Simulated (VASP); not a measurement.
# BiB (P6_3mc) in VASP: relaxation of cell and atoms with PBE

Aim: the relaxation of cell and atoms of BiB with PBE.

Program: VASP 6.6.1. These are calculated values, not measurements. Logs are shortened: lines on timing, memory, paths and dates and some standing lists are left out, and cuts for length are marked.

### 1 The cell of the first run

The structure is hexagonal, space group P6_3mc (No. 186). The conventional cell has a = 3.786 Å, b = 3.786 Å, c = 6.182 Å, α = 90.00°, β = 90.00°, γ = 120.00°. B (site symmetry 3m) has 4 Bi at 2.32 Å within 3.1 Å. Bi (site symmetry 3m) has 4 B at 2.32 Å within 3.1 Å.

### 2 Relaxation of cell and atoms, PBE

Input file INCAR:

```
SYSTEM = BiB
PREC     = Accurate       ! precision mode
ENCUT    = 600            ! plane-wave cutoff, eV
EDIFF    = 1E-6           ! SCF threshold, eV
ISMEAR   = -1             ! smearing method
SIGMA    = 0.02           ! smearing width, eV
LREAL    = .FALSE.        ! projectors in reciprocal space
LASPH    = .TRUE.         ! aspherical terms in the spheres
NELM     = 60             ! most SCF steps
ALGO     = Normal         ! electronic algorithm
ISIF     = 3              ! what is computed and relaxed
LWAVE    = .FALSE.        ! write WAVECAR
LCHARG   = .FALSE.        ! write CHGCAR
GGA      = PE             ! functional
IBRION   = 2              ! ionic algorithm
NSW      = 80             ! ionic steps
EDIFFG   = -0.005         ! ionic threshold
```

Input file KPOINTS:

```
Automatic mesh
0
G
  12 12 4
  0 0 0
```

Input file POSCAR:

```
BiB
1.0
    3.7856047478      0.0000000000      0.0000000000
   -1.8928023739      3.2784298803      0.0000000000
    0.0000000000      0.0000000000      6.1818925532
B Bi
2 2
Direct
    0.3333333333      0.6666666667      0.0000000000
    0.6666666667      0.3333333333      0.5000000000
    0.3333333333      0.6666666667      0.3750000000
    0.6666666667      0.3333333333      0.8750000000
```

Potentials or basis: VASP PAW PBE potentials, release 64 (B, Bi_d).

Started as:

```console
$ cat potpaw_PBE.64/B/POTCAR potpaw_PBE.64/Bi_d/POTCAR > POTCAR
$ mpirun -np 1 vasp_std > vasp.out
```

OUTCAR:

```text
SYSTEM = BiB
   PREC = Accurate
   ENCUT = 600
   EDIFF = 1E-6
   ISMEAR = -1
   LREAL = .FALSE.
   LASPH = .TRUE.
   NELM = 60
   ISIF = 3
   GGA = PE
   IBRION = 2
   NSW = 80
   EDIFFG = -0.005

 ion  position               nearest neighbor table
   1  0.333  0.667  0.000-   4 2.32   4 2.32   4 2.32   3 2.32
   2  0.667  0.333  0.500-   3 2.32   3 2.32   3 2.32   4 2.32
   3  0.333  0.667  0.375-   2 2.32   2 2.32   2 2.32   1 2.32   4 3.79   4 3.79   4 3.79   4 3.79
                             4 3.79   4 3.79
   4  0.667  0.333  0.875-   1 2.32   1 2.32   1 2.32   2 2.32   3 3.79   3 3.79   3 3.79   3 3.79
                             3 3.79   3 3.79

  LATTYP: Found a hexagonal cell.
 ALAT       =     3.7856047478
 C/A-ratio  =     1.6330000000

  Lattice vectors:

 A1 = (   3.7856047478,   0.0000000000,   0.0000000000)
 A2 = (  -1.8928023739,   3.2784298803,   0.0000000000)
 A3 = (   0.0000000000,   0.0000000000,   6.1818925532)

Analysis of symmetry for initial positions (statically):
=====================================================================
 Subroutine PRICEL returns:
 Original cell was already a primitive cell.

 Routine SETGRP: Setting up the symmetry group for a
 hexagonal supercell.

 Subroutine GETGRP returns: Found 12 space group operations
 (whereof  6 operations were pure point group operations)
 out of a pool of 24 trial point group operations.

The static configuration has the point symmetry C_3v.
 The point group associated with its full space group is C_6v.

Analysis of symmetry for dynamics (positions and initial velocities):
=====================================================================
 Subroutine PRICEL returns:
 Original cell was already a primitive cell.

 Routine SETGRP: Setting up the symmetry group for a
 hexagonal supercell.

 Subroutine GETGRP returns: Found 12 space group operations
 (whereof  6 operations were pure point group operations)
 out of a pool of 24 trial point group operations.

The dynamic configuration has the point symmetry C_3v.
 The point group associated with its full space group is C_6v.

 Subroutine INISYM returns: Found 12 space group operations
 (whereof  6 operations are pure point group operations),
 and found     1 'primitive' translations

----------------------------------------------------------------------------------------

                                     Primitive cell

  volume of cell :      76.7225

  direct lattice vectors                    reciprocal lattice vectors
     3.785604748  0.000000000  0.000000000     0.264158587  0.152512031  0.000000000
    -1.892802374  3.278429880  0.000000000     0.000000000  0.305024062  0.000000000
     0.000000000  0.000000000  6.181892553     0.000000000  0.000000000  0.161762760

  length of vectors
     3.785604748  3.785604748  6.181892553     0.305024062  0.305024062  0.161762760
[... 73 lines left out ...]
   NGX,Y,Z   is equivalent  to a cutoff of  13.17, 13.17, 13.45 a.u.
   NGXF,Y,Z  is equivalent  to a cutoff of  26.35, 26.35, 26.89 a.u.
 SYSTEM =  BiB
   PREC   = accura    normal or accurate (medium, high low for compatibility)
   ISTART =      0    job   : 0-new  1-cont  2-samecut
   ICHARG =      2    charge: 1-file 2-atom 10-const
   ISPIN  =      1    spin polarized calculation?
   LNONCOLLINEAR =      F non collinear calculations
   LSORBIT =      F    spin-orbit coupling
   LASPH  =      T    aspherical Exc in radial PAW
   ENCUT  =  600.0 eV  44.10 Ry    6.64 a.u.   7.56  7.56 12.35*2*pi/ulx,y,z
   NELM   =     60;   NELMIN=  2; NELMDL= -5     # of ELM steps
   EDIFF  = 0.1E-05   stopping-criterion for ELM
   LREAL  =      F    real-space projection
   EDIFFG = -.5E-02   stopping-criterion for IOM
   NSW    =     80    number of steps for IOM
   IBRION =      2    ionic relax: 0-MD 1-quasi-New 2-CG
   NFREE  =      1    steps in history (QN), initial steepest desc. (CG)
   ISIF   =      3    stress and relaxation
   ISYM   =      2    0-nonsym 1-usesym 2-fastsym
   POTIM  = 0.5000    time-step for ionic-motion
   TEBEG  =    0.0;   TEEND  =   0.0 temperature during run
   PSTRESS=    0.0 pullay stress
   NELECT =      36.0000    total number of electrons
   NUPDOWN=      -1.0000    fix difference up-down
   EMIN   =  10.00;   EMAX   =-10.00  energy-range for DOS
   EFERMI =   0.00;   METHOD = LEGACY
   ISMEAR =    -1;   SIGMA  =   0.02  broadening in eV -4-tet -1-fermi 0-gaus
   EFERMI_NEDOS =   21; number of points for ismear=-14 and -15
   IALGO  =     38    algorithm
   IMIX   =      4    mixing-type and parameters
     AMIX     =   0.40;   BMIX     =  1.00
     AMIX_MAG =   1.60;   BMIX_MAG =  1.00
  volume/ion in A,a.u.               =      19.18       129.44
  Fermi-wavevector in a.u.,A,eV,Ry     =   1.272140  2.403995 22.018843  1.618339
  Thomas-Fermi vector in A             =   2.405034
   LORBIT       =      0    0 simple, 1 ext, 2 COOP (PROOUT), +10 PAW based schemes
   GGA     = PE    functional components
   LHFCALC =     F    Hartree Fock is set to
   AEXX    =    0.0000 exact exchange contribution
   IVDW    =     0    specifies the selected vdW correction
   LEPSILON=     F    determine dielectric tensor
   LRPA    =     F    only Hartree local field effects (RPA)
 conjugate gradient relaxation of ions
 non-spin polarized calculation
  energy-cutoff  :      600.00
  volume of cell :       76.72
 maximum number of plane-waves:      2583
   NGX = 15   NGY = 15   NGZ = 25

--------------------------------------- Ionic step        1  -------------------------------------------

 number of electron      35.9999997 magnetization

 Free energy of the ion-electron system (eV)
  ---------------------------------------------------
  ext. energy  EPLUGINS =         0.00000000
  ---------------------------------------------------
  free energy    TOTEN  =       -17.79012334 eV

  energy without entropy =      -17.79011800  energy(sigma->0) =      -17.79012067

 E-fermi :   8.2808     XC(G=0): -10.3759

 val. band max:        8.1644776712   @ k =   0.0000   0.0000   0.0000
 cond. band min:       8.3831724193   @ k =   0.0000   0.0000   0.0000
 fundamental gap:      0.2186947481
 Fermi energy:         8.2807895433

 k-point     1 :       0.0000    0.0000    0.0000
  band No.  band energies     occupation
      1     -15.2299      2.00000
      2     -15.2258      2.00000
      3     -15.2163      2.00000
      4     -15.2163      2.00000
      5     -15.1992      2.00000
      6     -15.1992      2.00000
[... 818 lines left out ...]
--------------------------------------- Ionic step        7  -------------------------------------------

 number of electron      36.0000016 magnetization

 Free energy of the ion-electron system (eV)
  ---------------------------------------------------
  ext. energy  EPLUGINS =         0.00000000
  ---------------------------------------------------
  free energy    TOTEN  =       -17.95814162 eV

  energy without entropy =      -17.95801221  energy(sigma->0) =      -17.95807691

 E-fermi :   7.0838     XC(G=0):  -9.9621

 val. band max:        7.0810789218   @ k =   0.0000   0.0000   0.0000
 cond. band min:       7.2526646368   @ k =   0.0000   0.0000   0.2500
 fundamental gap:      0.1715857150
 Fermi energy:         7.0838242002

 k-point     1 :       0.0000    0.0000    0.0000
  band No.  band energies     occupation
      1     -16.1333      2.00000
      2     -16.1283      2.00000
      3     -16.1243      2.00000
      4     -16.1243      2.00000
      5     -16.1124      2.00000
      6     -16.1124      2.00000
[... 622 lines left out ...]
  FREE ENERGIE OF THE ION-ELECTRON SYSTEM (eV)
  ---------------------------------------------------
  free  energy   TOTEN  =       -17.9581416164 eV

  energy  without entropy=      -17.9580122125  energy(sigma->0) =      -17.95807691

 reached required accuracy - stopping structural energy minimisation
```

CONTCAR:

```text
BiB
   1.00000000000000
     3.8883497039993475   -0.0000000000000000   -0.0000000000000000
    -1.9441748519996738    3.3674096224808352   -0.0000000000000000
    -0.0000000000000000    0.0000000000000000    6.4036336112261996
  B               Bi
     2     2
Direct
     0.3333333332999970    0.6666666667000030    0.0000770965920508
     0.6666666667000030    0.3333333332999970    0.5000770965920507
     0.3333333332999970    0.6666666667000030    0.3749229034079494
     0.6666666667000030    0.3333333332999970    0.8749229034079493

  0.00000000E+00  0.00000000E+00  0.00000000E+00
  0.00000000E+00  0.00000000E+00  0.00000000E+00
  0.00000000E+00  0.00000000E+00  0.00000000E+00
  0.00000000E+00  0.00000000E+00  0.00000000E+00
```

Run time: 5.9 min. Hardware: 1 thread of Intel Xeon Platinum 8259CL at 2.50GHz (Skylake/Cascade Lake), shared host; peak memory 0.27 GiB.

Results:

```
Free energy                           : -17.9581 eV
Relaxed volume                        : 20.96 Å³/atom
Relaxed cell                          : a = 3.888 Å, b = 3.888 Å, c = 6.404 Å, α = 90.00°, β = 90.00°, γ = 120.00°
Space group after relaxing (to 0.1 Å) : P6_3mc (No. 186)
Energy gained by relaxing             : 42.0 meV/atom
Ionic steps                           : 7
Pressure after relaxing               : 0.0 GPa
```

Step by step:
```
step  energy change (eV)  largest force (eV/Å)  pressure (GPa)  volume (Å³)
   1              0.0000                0.0416            8.06        76.72
   2             -0.1264                0.0582           -3.08        87.94
   3             -0.1679                0.0361            0.02        83.87
   4             -0.1678                0.0375           -0.09        84.02
   5             -0.1680                0.0017           -0.01        83.89
   6             -0.1680                0.0014           -0.02        83.89
   7             -0.1680                0.0015            0.02        83.85
```

Final structure:
```
B Bi
1.0
     3.88835    0.00000    0.00000
    -1.94417    3.36741    0.00000
     0.00000    0.00000    6.40363
B Bi
2 2
Cartesian
  0.0000 2.2449 0.0005
  1.9442 1.1225 3.2023
  0.0000 2.2449 2.4009
  1.9442 1.1225 5.6027
```

Caveat: spin-orbit coupling is left out, which moves the levels of the heavy elements.
